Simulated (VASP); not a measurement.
# Si2Mo (I4/mmm) in VASP: settings compared, part 2 of 2

VASP 6.6.1. The steps go on from the part before.

## (3) Relaxation of the atoms, PBEsol

File INCAR:

```
PREC     = Accurate       # precision mode
ENCUT    = 520            # plane-wave cutoff, eV
EDIFF    = 1E-7           # SCF threshold, eV
ISMEAR   = -1             # smearing method
SIGMA    = 0.05           # smearing width, eV
LREAL    = False          # projectors in reciprocal space
LASPH    = True           # aspherical terms in the spheres
NELM     = 80             # most SCF steps
ALGO     = Normal         # electronic algorithm
ISIF     = 2              # what is computed and relaxed
LWAVE    = False          # write WAVECAR
LCHARG   = False          # write CHGCAR
GGA      = PS             # functional
IBRION   = 2              # ionic algorithm
NSW      = 60             # ionic steps
EDIFFG   = -0.01          # ionic threshold
```

File KPOINTS:

```
regular mesh
0
Gamma
  10 10 10
```

File POSCAR:

```
Si2Mo
1.0
   -1.6000000000      1.6000000000      3.9305000000
    1.6000000000     -1.6000000000      3.9305000000
    1.6000000000      1.6000000000     -3.9305000000
Mo Si
1 2
Direct
    0.0000000000      0.0000000000      0.0000000000
    0.6670000000      0.6670000000      0.0000000000
    0.3330000000      0.3330000000      0.0000000000
```

Potentials or basis: VASP PAW PBE potentials, release 64 (Mo_sv, Si).

The run is started by

```console
$ cat potpaw_PBE.64/Mo_sv/POTCAR potpaw_PBE.64/Si/POTCAR > POTCAR
$ mpirun -np 1 vasp_std > vasp.out
```

Wall time 99 s (1 thread of Intel Xeon Platinum 8488C (Sapphire Rapids), shared host); peak memory 0.24 GiB.

The run converged. Its results:

- Free energy: -25.0771 eV
- Energy gained by relaxing: 2.1 meV/atom
- Ionic steps: 3
- Pressure after relaxing: -2.1 GPa
- Band gap on the k mesh: zero (bands 11 and 12 overlap by 0.91 eV)

Stress tensor (GPa, compression positive):
```
-1.64  0.00  0.00
 0.00 -1.64  0.00
 0.00  0.00 -2.88
```

The path:
| step | energy change (eV) | largest force (eV/Å) | pressure (GPa) |
| --- | --- | --- | --- |
| 1 | 0.0000 | 0.3396 | -2.36 |
| 2 | -0.0063 | 0.0435 | -2.09 |
| 3 | -0.0064 | 0.0000 | -2.05 |

Final structure:
```
Mo Si
1.0
    -1.60000    1.60000    3.93050
     1.60000   -1.60000    3.93050
     1.60000    1.60000   -3.93050
Mo Si
1 2
Direct
  0.00000 0.00000 0.00000
  0.66462 0.66462 0.00000
  0.33538 0.33538 0.00000
```

Levels at points of the mesh, in eV from the Fermi level:
| k point | band 9 | band 10 | band 11 | band 12 | band 13 | band 14 |
| --- | --- | --- | --- | --- | --- | --- |
| (0.00, 0.00, 0.00) | -2.56 | -2.56 | 0.42 | 3.22 | 3.22 | 3.56 |
| (0.50, 0.00, 0.00) | -2.55 | -2.53 | -0.46 | 2.29 | 3.17 | 4.09 |
| (0.50, 0.50, 0.00) | -4.39 | -3.04 | -1.19 | 2.35 | 2.76 | 3.17 |
| (0.50, 0.50, 0.50) | -0.54 | -0.54 | -0.41 | -0.41 | 0.55 | 4.73 |

Caveat: the PAW data sets were made with another functional, which shifts forces and pressure a little.

## (4) Single point, revPBE+U (12.88 Å³/atom)

This run uses another cell than the first one, of 12.88 Å³/atom.

File INCAR:

```
SYSTEM = Si2Mo
PREC     = Accurate       ! precision mode
ENCUT    = 500            ! plane-wave cutoff, eV
EDIFF    = 1E-6           ! SCF threshold, eV
ISMEAR   = -1             ! smearing method
SIGMA    = 0.01           ! smearing width, eV
LREAL    = .False.        ! projectors in reciprocal space
LASPH    = .True.         ! aspherical terms in the spheres
NELM     = 200            ! most SCF steps
ALGO     = Normal         ! electronic algorithm
ISIF     = 2              ! what is computed and relaxed
LWAVE    = .False.        ! write WAVECAR
LCHARG   = .False.        ! write CHGCAR
LMAXMIX  = 4              ! l up to which the mixer works
LDAU     = .True.         ! DFT+U
LDAUTYPE = 2            
LDAUL    = 2 -1           ! shell
LDAUU    = 4 0            ! U, eV
LDAUJ    = 0 0          
LDAUPRINT= 1            
GGA      = RE             ! functional
NBANDS   = 18             ! bands
GGA_COMPAT= .False.
```

File KPOINTS:

```
regular mesh
0
Gamma
  12 12 12
  0 0 0
```

File POSCAR:

```
Si2Mo
1.0
   -1.5783757300      1.5783757300      3.8773786250
    1.5783757300     -1.5783757300      3.8773786250
    1.5783757300      1.5783757300     -3.8773786250
Mo Si
1 2
Direct
    0.0000000000      0.0000000000      0.0000000000
    0.6670000000      0.6670000000      0.0000000000
    0.3330000000      0.3330000000      0.0000000000
```

The run is started by

```console
$ cat potpaw_PBE.64/Mo_sv/POTCAR potpaw_PBE.64/Si/POTCAR > POTCAR
$ mpirun -np 1 vasp_std > vasp.out
```

Run time: 8.5 min. Hardware: 1 thread of AMD EPYC 7R43 (Zen 3), shared host; peak memory 0.24 GiB.

Results (log left out):

```yaml
Free_energy: -17.4417 eV
Pressure: 16.5 GPa
Largest_force: 0.351 eV/Å
Band_gap_on_the_k_mesh: zero (bands 11 and 12 overlap by 0.91 eV)
```

Forces in eV/Å, atoms in the order of the input:
```
Mo   0.000  0.000  0.000
Si   0.000  0.000 -0.351
Si   0.000  0.000  0.351
```

Stress tensor (GPa, compression positive):
```
16.55  0.00  0.00
 0.00 16.55  0.00
 0.00  0.00 16.33
```

Levels at points of the mesh, in eV from the Fermi level:
| k point | band 9 | band 10 | band 11 | band 12 | band 13 | band 14 |
| --- | --- | --- | --- | --- | --- | --- |
| (0.00, 0.00, 0.00) | -2.76 | -2.67 | 0.32 | 2.95 | 3.39 | 3.79 |
| (0.50, 0.00, 0.00) | -2.69 | -2.50 | -0.59 | 2.96 | 3.14 | 4.39 |
| (0.50, 0.50, 0.00) | -4.55 | -3.23 | -1.14 | 3.20 | 3.22 | 3.23 |
| (0.50, 0.50, 0.50) | -0.63 | -0.63 | -0.48 | -0.48 | 0.46 | 4.85 |

Eigenvalues of the final occupation matrices:
```tsv
site	spin	trace	eigenvalues
site 1 d	1	2.13	0.29 0.36 0.48 0.48 0.51
site 1 d	2	2.13	0.29 0.36 0.48 0.48 0.51
```

Caveat: the cell stands under pressure; the PAW data sets were made with another functional, which shifts forces and pressure a little; U without spin polarisation on a metal has little footing; the U is typed as a test and isn't derived for this compound.

## (5) Single point, LDA, non-collinear spin, zero start, spin-orbit coupling

File INCAR:

```
ALGO = Normal
EDIFF = 1E-6
ENCUT = 520
GGA_COMPAT = F
ISIF = 2
ISMEAR = -1
LASPH = T
LCHARG = F
LMAXMIX = 4
LORBIT = 11
LORBMOM = T
LREAL = F
LSORBIT = T
LWAVE = F
MAGMOM = 0 0 0 0 0 0 0 0 0
NBANDS = 35
NELM = 150
PREC = Accurate
SIGMA = 0.05
```

File KPOINTS:

```
k-points
0
Gamma
  9 9 9
```

File POSCAR:

```
Si2Mo
1.0
   -1.6000000000      1.6000000000      3.9305000000
    1.6000000000     -1.6000000000      3.9305000000
    1.6000000000      1.6000000000     -3.9305000000
Mo Si
1 2
Direct
    0.0000000000      0.0000000000      0.0000000000
    0.6670000000      0.6670000000      0.0000000000
    0.3330000000      0.3330000000      0.0000000000
```

Potentials or basis: VASP PAW LDA potentials, release 64 (Mo_sv, Si).

The run is started by

```console
$ cat potpaw_LDA.64/Mo_sv/POTCAR potpaw_LDA.64/Si/POTCAR > POTCAR
$ mpirun -np 1 vasp_ncl > vasp.out
```

Run time: 3.8 min. Hardware: 1 thread of Intel Xeon 6975P-C (Granite Rapids), shared host; peak memory 0.37 GiB.

Results (log left out):

- Free energy: -25.8979 eV
- Pressure: -5.5 GPa
- Largest force: 0.392 eV/Å
- Net moment: 0.00 μB per cell
- Valence electrons inside the program's atomic spheres: Mo 12.70; Si 1.64

Forces on the atoms (eV/Å):
```
Mo   0.000  0.000  0.000
Si   0.000  0.000 -0.392
Si   0.000  0.000  0.392
```

Stress tensor (GPa, compression positive):
```
-4.79  0.00  0.00
 0.00 -4.79  0.00
 0.00  0.00 -6.94
```

Moments on the atoms (μB; x, y, z):
```
Mo  0.00 0.00 0.00
Si  0.00 0.00 0.00
Si  0.00 0.00 0.00
```

Caveat: the cell stands under tension.

## (6) Single point, PBEsol, non-collinear spin, zero start, spin-orbit coupling

File INCAR:

```
SYSTEM = Si2Mo
PREC = Accurate
ENCUT = 520
EDIFF = 1E-7
ISMEAR = -1
SIGMA = 0.05
LREAL = .FALSE.
LASPH = .TRUE.
NELM = 150
ALGO = Normal
ISIF = 2
LWAVE = .FALSE.
LCHARG = .FALSE.
MAGMOM = 0 0 0 0 0 0 0 0 0
LORBIT = 11
LSORBIT = .TRUE.
GGA_COMPAT = .FALSE.
LORBMOM = .TRUE.
LMAXMIX = 4
GGA = PS
NBANDS = 35
```

File KPOINTS:

```
Automatic mesh
0
G
  9 9 9
  0 0 0
```

POSCAR is that of step 5.

Potentials or basis: VASP PAW PBE potentials, release 64 (Mo_sv, Si).

The run is started by

```console
$ cat potpaw_PBE.64/Mo_sv/POTCAR potpaw_PBE.64/Si/POTCAR > POTCAR
$ mpirun -np 1 vasp_ncl > vasp.out
```

Wall time 3.4 min (1 thread of Intel Xeon 6975P-C (Granite Rapids), shared host); peak memory 0.45 GiB.

It converged, with:

| Quantity | Value |
| --- | --- |
| Free energy | -25.1695 eV |
| Pressure | -2.3 GPa |
| Largest force | 0.349 eV/Å |
| Net moment | 0.00 μB per cell |
| Valence electrons inside the program's atomic spheres | Mo 12.68; Si 1.62 |

Forces in eV/Å, atoms in the order of the input:
```
Mo   0.000  0.000  0.000
Si   0.000  0.000 -0.349
Si   0.000  0.000  0.349
```

Stress tensor (GPa, compression positive):
```
-1.82  0.00  0.00
 0.00 -1.82  0.00
 0.00  0.00 -3.37
```

Moments on the atoms (μB; x, y, z):
```
Mo  0.00 0.00 0.00
Si  0.00 0.00 0.00
Si  0.00 0.00 0.00
```

Caveat: the PAW data sets were made with another functional, which shifts forces and pressure a little.

## (7) The runs side by side

| task | level | potentials or basis | spin | U | cell | k mesh | cutoff (eV) | smearing | gap on the mesh (eV) | pressure (GPa) | moment (μB) | largest force (eV/Å) |
| --- | --- | --- | --- | --- | --- | --- | --- | --- | --- | --- | --- | --- |
| single point | PBEsol+U | VASP PAW PBE potentials, release 64 (Mo_sv, Si) | off | Mo d U = 6.0 eV | a = 4.535 Å, angles 138.7, 138.7, 59.9°, 3 atoms | 12 × 12 × 12 | 520 | fermi-dirac 0.05 eV | none | 1.5 | - | 0.55 |
| relaxation of the atoms | PBEsol | VASP PAW PBE potentials, release 64 (Mo_sv, Si) | off | - | atoms relaxed from a = 4.535 Å, angles 138.7, 138.7, 59.9°, 3 atoms | 10 × 10 × 10 | 520 | fermi-dirac 0.05 eV | none | -2.1 | - | - |
| single point | revPBE+U | VASP PAW PBE potentials, release 64 (Mo_sv, Si) | off | Mo d U = 4.0 eV | a = 4.474 Å, angles 138.7, 138.7, 59.9°, 3 atoms | 12 × 12 × 12 | 500 | fermi-dirac 0.01 eV | none | 16.5 | - | 0.35 |
| single point | LDA | VASP PAW LDA potentials, release 64 (Mo_sv, Si) | non-collinear, zero start, SOC | - | a = 4.535 Å, angles 138.7, 138.7, 59.9°, 3 atoms | 9 × 9 × 9 | 520 | fermi-dirac 0.05 eV | - | -5.5 | 0.00 | 0.39 |
| single point | PBEsol | VASP PAW PBE potentials, release 64 (Mo_sv, Si) | non-collinear, zero start, SOC | - | a = 4.535 Å, angles 138.7, 138.7, 59.9°, 3 atoms | 9 × 9 × 9 | 520 | fermi-dirac 0.05 eV | - | -2.3 | 0.00 | 0.35 |

Caveats: the PAW data sets were made with another functional, which shifts forces and pressure a little (at least some runs); U without spin polarisation on a metal has little footing (at least some runs); the U is typed as a test and isn't derived for this compound (at least some runs); the cell stands under pressure (at least some runs); the cell stands under tension (at least some runs).

Absolute energies hang on the potentials; compare differences alone.
